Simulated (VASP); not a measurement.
# Mg (Im-3m) in VASP: further runs

Runs on Mg. Level: PBE. Tasks: single point.

Program: VASP 6.6.1. These are calculated values, not measurements. Logs are shortened: lines on timing, memory, paths and dates and some standing lists are left out, and cuts for length are marked.

### Step 1. The cell of the first run

It takes space group Im-3m (No. 229, cubic). Conventional cell: a = 3.531 Å, b = 3.531 Å, c = 3.531 Å, α = 90.00°, β = 90.00°, γ = 90.00°. Mg (site symmetry m-3m) has 14 Mg at 3.06 to 3.53 Å within 4.0 Å.

This isn't the form of Mg at room conditions, which is hcp.

### Step 2. Single point, PBE (22.02 Å³/atom)

INCAR

```
PREC = Accurate
ENCUT = 520
EDIFF = 1E-6
ISMEAR = 0
SIGMA = 0.05
LREAL = F
LASPH = T
NELM = 60
ALGO = Normal
ISIF = 2
LWAVE = F
LCHARG = F
GGA = PE
NBANDS = 7
```

KPOINTS

```
regular mesh
0
Gamma
  18 18 18
```

POSCAR

```
Mg
1.0
   -1.7657346569      1.7657346569      1.7657346569
    1.7657346569     -1.7657346569      1.7657346569
    1.7657346569      1.7657346569     -1.7657346569
Mg
1
Direct
    0.0000000000      0.0000000000      0.0000000000
```

Potentials or basis: VASP PAW PBE potentials, release 64 (Mg).

On the command line:

```bash
$ cat potpaw_PBE.64/Mg/POTCAR > POTCAR
$ mpirun -np 1 vasp_std > vasp.out
```

OUTCAR:

```text
PREC = Accurate
   ENCUT = 520
   EDIFF = 1E-6
   ISMEAR = 0
   LREAL = F
   LASPH = T
   NELM = 60
   ISIF = 2
   GGA = PE

 ion  position               nearest neighbor table
   1  0.000  0.000  0.000-

  LATTYP: Found a body centered cubic cell.
 ALAT       =     3.5314693138

  Lattice vectors:

 A1 = (  -1.7657346569,   1.7657346569,   1.7657346569)
 A2 = (   1.7657346569,  -1.7657346569,   1.7657346569)
 A3 = (   1.7657346569,   1.7657346569,  -1.7657346569)

Analysis of symmetry for initial positions (statically):
=====================================================================
 Subroutine PRICEL returns:
 Original cell was already a primitive cell.

 Routine SETGRP: Setting up the symmetry group for a
 body centered cubic supercell.

 Subroutine GETGRP returns: Found 48 space group operations
 (whereof 48 operations were pure point group operations)
 out of a pool of 48 trial point group operations.

The static configuration has the point symmetry O_h .

Analysis of symmetry for dynamics (positions and initial velocities):
=====================================================================
 Subroutine PRICEL returns:
 Original cell was already a primitive cell.

 Routine SETGRP: Setting up the symmetry group for a
 body centered cubic supercell.

 Subroutine GETGRP returns: Found 48 space group operations
 (whereof 48 operations were pure point group operations)
 out of a pool of 48 trial point group operations.

The dynamic configuration has the point symmetry O_h .

 Subroutine INISYM returns: Found 48 space group operations
 (whereof 48 operations are pure point group operations),
 and found     1 'primitive' translations

----------------------------------------------------------------------------------------

                                     Primitive cell

  volume of cell :      22.0210

  direct lattice vectors                    reciprocal lattice vectors
    -1.765734657  1.765734657  1.765734657     0.000000000  0.283168254  0.283168254
     1.765734657 -1.765734657  1.765734657     0.283168254  0.000000000  0.283168254
     1.765734657  1.765734657 -1.765734657     0.283168254  0.283168254  0.000000000

  length of vectors
     3.058342138  3.058342138  3.058342138     0.400460385  0.400460385  0.400460385

  position of ions in fractional coordinates (direct lattice)
     0.000000000  0.000000000  0.000000000

  ion indices of the primitive-cell ions
   primitive index   ion index
                 1           1

----------------------------------------------------------------------------------------

 KPOINTS: regular mesh

Automatic generation of k-mesh.
 Grid dimensions read from file:
 generate k-points for:   18   18   18

 Generating k-lattice:

  Cartesian coordinates                     Fractional coordinates (reciprocal lattice)
     0.000000000  0.015731570  0.015731570     0.055555556  0.000000000  0.000000000
     0.015731570  0.000000000  0.015731570     0.000000000  0.055555556  0.000000000
     0.015731570  0.015731570  0.000000000     0.000000000  0.000000000  0.055555556

  Length of vectors
     0.022247799  0.022247799  0.022247799

  Shift w.r.t. Gamma in fractional coordinates (k-lattice)
     0.000000000  0.000000000  0.000000000

 Subroutine IBZKPT returns following result:
 ===========================================

 Found    195 irreducible k-points:

 Following reciprocal coordinates:
            Coordinates               Weight
  0.000000  0.000000  0.000000      1.000000
  0.055556  0.000000  0.000000     12.000000
  0.111111  0.000000  0.000000     12.000000
  0.166667  0.000000  0.000000     12.000000
  0.222222  0.000000  0.000000     12.000000
  0.277778  0.000000  0.000000     12.000000
[... 16 lines left out ...]
  0.333333  0.111111 -0.000000     48.000000
  0.388889  0.111111  0.000000     48.000000
 [... further k-points ...]
   k-points           NKPTS =    195   k-points in BZ     NKDIM =    195   number of bands    NBANDS=      7
   number of dos      NEDOS =    301   number of ions     NIONS =      1
   total plane-waves  NPLWV =  13824
   dimension x,y,z NGX =    24 NGY =   24 NGZ =   24
   dimension x,y,z NGXF=    48 NGYF=   48 NGZF=   48
   ions per type =               1
   NGX,Y,Z   is equivalent  to a cutoff of  13.05, 13.05, 13.05 a.u.
   NGXF,Y,Z  is equivalent  to a cutoff of  26.09, 26.09, 26.09 a.u.
 SYSTEM =  unknown system
   PREC   = accura    normal or accurate (medium, high low for compatibility)
   ISTART =      0    job   : 0-new  1-cont  2-samecut
   ICHARG =      2    charge: 1-file 2-atom 10-const
   ISPIN  =      1    spin polarized calculation?
   LNONCOLLINEAR =      F non collinear calculations
   LSORBIT =      F    spin-orbit coupling
   LASPH  =      T    aspherical Exc in radial PAW
   ENCUT  =  520.0 eV  38.22 Ry    6.18 a.u.   5.69  5.69  5.69*2*pi/ulx,y,z
   NELM   =     60;   NELMIN=  2; NELMDL= -5     # of ELM steps
   EDIFF  = 0.1E-05   stopping-criterion for ELM
   LREAL  =      F    real-space projection
   EDIFFG = 0.1E-04   stopping-criterion for IOM
   NSW    =      0    number of steps for IOM
   IBRION =     -1    ionic relax: 0-MD 1-quasi-New 2-CG
   NFREE  =      0    steps in history (QN), initial steepest desc. (CG)
   ISIF   =      2    stress and relaxation
   ISYM   =      2    0-nonsym 1-usesym 2-fastsym
   POTIM  = 0.5000    time-step for ionic-motion
   TEBEG  =    0.0;   TEEND  =   0.0 temperature during run
   PSTRESS=    0.0 pullay stress
   NELECT =       2.0000    total number of electrons
   NUPDOWN=      -1.0000    fix difference up-down
   EMIN   =  10.00;   EMAX   =-10.00  energy-range for DOS
   EFERMI =   0.00;   METHOD = LEGACY
   ISMEAR =     0;   SIGMA  =   0.05  broadening in eV -4-tet -1-fermi 0-gaus
   EFERMI_NEDOS =   21; number of points for ismear=-14 and -15
   IALGO  =     38    algorithm
   IMIX   =      4    mixing-type and parameters
     AMIX     =   0.40;   BMIX     =  1.00
     AMIX_MAG =   1.60;   BMIX_MAG =  1.00
  volume/ion in A,a.u.               =      22.02       148.60
  Fermi-wavevector in a.u.,A,eV,Ry     =   0.735878  1.390609  7.367786  0.541517
  Thomas-Fermi vector in A             =   1.829182
   LORBIT       =      0    0 simple, 1 ext, 2 COOP (PROOUT), +10 PAW based schemes
   GGA     = PE    functional components
   LHFCALC =     F    Hartree Fock is set to
   AEXX    =    0.0000 exact exchange contribution
   IVDW    =     0    specifies the selected vdW correction
   LEPSILON=     F    determine dielectric tensor
   LRPA    =     F    only Hartree local field effects (RPA)
 non-spin polarized calculation
 Gauss-broadening in eV      SIGMA  =   0.05
  energy-cutoff  :      520.00
  volume of cell :       22.02
 maximum number of plane-waves:       610
   NGX = 11   NGY = 11   NGZ = 11

 number of electron       2.0000000 magnetization

 Free energy of the ion-electron system (eV)
  ---------------------------------------------------
  ext. energy  EPLUGINS =         0.00000000
  ---------------------------------------------------
  free energy    TOTEN  =        -1.47444762 eV

  energy without entropy =       -1.47379259  energy(sigma->0) =       -1.47412010

 E-fermi :   2.8625     XC(G=0):  -8.6241

 val. band max:        2.8504860490   @ k =  -0.4444   0.5000   0.1111
 cond. band min:       2.9046741559   @ k =  -0.4444   0.4444   0.3333
 fundamental gap:      0.0541881069
 Fermi energy:         2.8625176738

 k-point     1 :       0.0000    0.0000    0.0000
  band No.  band energies     occupation
      1      -4.2548      2.00000
      2      16.1714      0.00000
      3      16.1714      0.00000
      4      16.1714      0.00000
      5      18.2303      0.00000
      6      18.2303      0.00000
      7      18.5522      0.00000

 k-point     2 :       0.0556    0.0000    0.0000
  band No.  band energies     occupation
      1      -4.1801      2.00000
      2      15.2772      0.00000
      3      15.7733      0.00000
      4      15.8214      0.00000
      5      17.4343      0.00000
      6      17.5274      0.00000
      7      18.6751      0.00000

 k-point     3 :       0.1111    0.0000    0.0000
  band No.  band energies     occupation
      1      -3.9563      2.00000
      2      13.4262      0.00000
      3      14.9777      0.00000
      4      15.1568      0.00000
      5      16.4993      0.00000
      6      17.0759      0.00000
      7      18.8528      0.00000

 k-point     4 :       0.1667    0.0000    0.0000
  band No.  band energies     occupation
      1      -3.5844      2.00000
      2      11.4603      0.00000
      3      14.1520      0.00000
      4      14.4889      0.00000
      5      15.6667      0.00000
      6      16.6279      0.00000
      7      19.1937      0.00000

 k-point     5 :       0.2222    0.0000    0.0000
  band No.  band energies     occupation
      1      -3.0663      2.00000
      2       9.5536      0.00000
      3      13.4087      0.00000
      4      13.8984      0.00000
      5      14.9577      0.00000
      6      16.1463      0.00000
      7      19.7050      0.00000

 k-point     6 :       0.2778    0.0000    0.0000
  band No.  band energies     occupation
      1      -2.4046      2.00000
      2       7.7444      0.00000
      3      12.7835      0.00000
      4      13.4074      0.00000
      5      14.3770      0.00000
      6      15.6822      0.00000
      7      20.2679      0.00000

 k-point     7 :       0.3333    0.0000    0.0000
  band No.  band energies     occupation
      1      -1.6024      2.00000
      2       6.0466      0.00000
      3      12.2902      0.00000
      4      13.0234      0.00000
      5      13.9256      0.00000
      6      15.2815      0.00000
      7      20.8512      0.00000

 k-point     8 :       0.3889    0.0000    0.0000
  band No.  band energies     occupation
      1      -0.6651      2.00000
      2       4.4686      0.00000
      3      11.9350      0.00000
      4      12.7485      0.00000
      5      13.6036      0.00000
      6      14.9758      0.00000
      7      21.5000      0.00000

 k-point     9 :       0.4444    0.0000    0.0000
  band No.  band energies     occupation
      1       0.3946      2.00000
      2       3.0245      0.00000
      3      11.7209      0.00000
      4      12.5836      0.00000
      5      13.4105      0.00000
      6      14.7851      0.00000
      7      22.1241      0.00000

 k-point    10 :       0.5000    0.0000    0.0000
  band No.  band energies     occupation
      1       1.3242      2.00000
      2       1.9667      2.00000
      3      11.6494      0.00000
      4      12.5286      0.00000
      5      13.3462      0.00000
      6      14.7204      0.00000
      7      22.4348      0.00000

 k-point    11 :       0.0556    0.0556    0.0000
  band No.  band energies     occupation
      1      -4.0308      2.00000
      2      14.2881      0.00000
      3      14.5271      0.00000
      4      15.4510      0.00000
      5      16.9722      0.00000
      6      17.3603      0.00000
      7      18.8949      0.00000
[... 51 lines left out ...]
 k-point    17 :       0.3889    0.0556   -0.0000
  band No.  band energies     occupation
      1      -0.0954      2.00000
      2       3.7788      0.00000
      3      10.9213      0.00000
      4      12.4753      0.00000
      5      13.9516      0.00000
      6      15.6299      0.00000
      7      21.1592      0.00000

 k-point    18 :       0.4444    0.0556    0.0000
  band No.  band energies     occupation
      1       0.9994      2.00000
      2       2.4282      2.00000
      3      10.7846      0.00000
      4      12.3559      0.00000
      5      13.8202      0.00000
      6      15.5110      0.00000
      7      21.8621      0.00000

 k-point    19 :       0.1111    0.1111    0.0000
  band No.  band energies     occupation
      1      -3.3620      2.00000
      2      11.3530      0.00000
      3      11.9586      0.00000
      4      14.1326      0.00000
      5      16.3676      0.00000
      6      17.1599      0.00000
      7      19.3763      0.00000

 k-point    20 :       0.1667    0.1111   -0.0000
  band No.  band energies     occupation
      1      -2.8452      2.00000
      2       9.6705      0.00000
      3      11.0386      0.00000
      4      13.5074      0.00000
      5      15.9992      0.00000
      6      17.2649      0.00000
      7      19.0769      0.00000

 k-point    21 :       0.2222    0.1111    0.0000
  band No.  band energies     occupation
      1      -2.1850      2.00000
      2       7.9094      0.00000
      3      10.4051      0.00000
      4      12.9701      0.00000
      5      15.5197      0.00000
      6      17.4311      0.00000
      7      18.9423      0.00000

 k-point    22 :       0.2778    0.1111    0.0000
  band No.  band energies     occupation
      1      -1.3850      2.00000
      2       6.2325      0.00000
      3       9.9227      0.00000
      4      12.5421      0.00000
      5      15.1013      0.00000
      6      17.3889      0.00000
      7      19.2547      0.00000

 k-point    23 :       0.3333    0.1111   -0.0000
  band No.  band energies     occupation
      1      -0.4502      2.00000
      2       4.6662      0.00000
      3       9.5796      0.00000
      4      12.2320      0.00000
      5      14.7891      0.00000
      6      17.2310      0.00000
      7      19.8967      0.00000

 k-point    24 :       0.3889    0.1111    0.0000
  band No.  band energies     occupation
      1       0.6058      2.00000
      2       3.2301      0.00000
      3       9.3738      0.00000
      4      12.0445      0.00000
      5      14.5981      0.00000
      6      17.1020      0.00000
      7      20.6647      0.00000

 [... further k-points ...]

------------------------ aborting loop because EDIFF is reached ----------------------------------------

  FORCE on cell =-STRESS in cart. coord.  units (eV):
  Direction    XX          YY          ZZ          XY          YZ          ZX
  --------------------------------------------------------------------------------------
  -------------------------------------------------------------------------------------
  Total        0.1963171      0.1963171      0.1963171      0.0000000     -0.0000000      0.0000000
  in kB       14.2834273     14.2834273     14.2834273      0.0000000     -0.0000000      0.0000000
  external PRESSURE =      14.2834273 kB  Pullay stress =       0.0000000 kB

 VOLUME and BASIS-vectors are now :
 -----------------------------------------------------------------------------
  energy-cutoff  :      520.00
  volume of cell :       22.02
      direct lattice vectors                 reciprocal lattice vectors
    -1.765734657  1.765734657  1.765734657     0.000000000  0.283168254  0.283168254
     1.765734657 -1.765734657  1.765734657     0.283168254  0.000000000  0.283168254
     1.765734657  1.765734657 -1.765734657     0.283168254  0.283168254  0.000000000

 POSITION                                       TOTAL-FORCE (eV/Angst)
 -----------------------------------------------------------------------------------
      0.00000      0.00000      0.00000         0.000000     -0.000000     -0.000000
 -----------------------------------------------------------------------------------
    total drift:                               -0.000000      0.000000      0.000000

  FREE ENERGIE OF THE ION-ELECTRON SYSTEM (eV)
  ---------------------------------------------------
  free  energy   TOTEN  =        -1.4744476205 eV

  energy  without entropy=       -1.4737925895  energy(sigma->0) =       -1.47412010
```

It took 9.9 s on 1 thread of AMD EPYC 9R45 (Zen 5), shared host; peak memory 0.13 GiB.

What came out:

```
Free energy            : -1.4744 eV
Pressure               : 1.4 GPa
Band gap on the k mesh : zero (bands 1 and 2 overlap by 4.89 eV)
```

### Step 3. Single point, PBE

This run uses another cell than the first one, of 22.29 Å³/atom.

INCAR

```
SYSTEM = Mg
ALGO = Normal
EDIFF = 1E-6
ENCUT = 520
GGA = PE
ISIF = 2
ISMEAR = 0
LASPH = .True.
LCHARG = .True.
LELF = .True.
LREAL = .False.
LVHAR = .True.
LWAVE = .False.
NBANDS = 7
NELM = 100
PREC = Accurate
SIGMA = 0.05
```

KPOINTS

```
k-points
0
Gamma
  18 18 18
  0 0 0
```

POSCAR

```
Mg
1.0
   -1.7727644967      1.7727644967      1.7727644967
    1.7727644967     -1.7727644967      1.7727644967
    1.7727644967      1.7727644967     -1.7727644967
Mg
1
Direct
    0.0000000000      0.0000000000      0.0000000000
```

Potentials or basis: VASP PAW PBE potentials, release 64 (Mg).

On the command line:

```bash
$ cat potpaw_PBE.64/Mg/POTCAR > POTCAR
$ mpirun -np 1 vasp_std > vasp.out
```

It took 10 s on 1 thread of AMD EPYC 9R45 (Zen 5), shared host; peak memory 0.13 GiB.

It converged, with:

```yaml
Free_energy: -1.4764 eV
Pressure: 0.9 GPa
Band_gap_on_the_k_mesh: zero (bands 1 and 2 overlap by 4.85 eV)
```

Levels at points of the mesh, in eV from the Fermi level:
| k point | band 1 | band 2 | band 3 | band 4 | band 5 |
| --- | --- | --- | --- | --- | --- |
| (0.00, 0.00, 0.00) | -7.06 | 13.23 | 13.23 | 13.23 | 15.27 |
| (0.50, 0.00, 0.00) | -1.52 | -0.90 | 8.74 | 9.57 | 10.40 |
| (0.50, 0.50, 0.50) | 3.95 | 3.95 | 3.95 | 4.02 | 4.02 |

(Continued in part 2 of 2.)
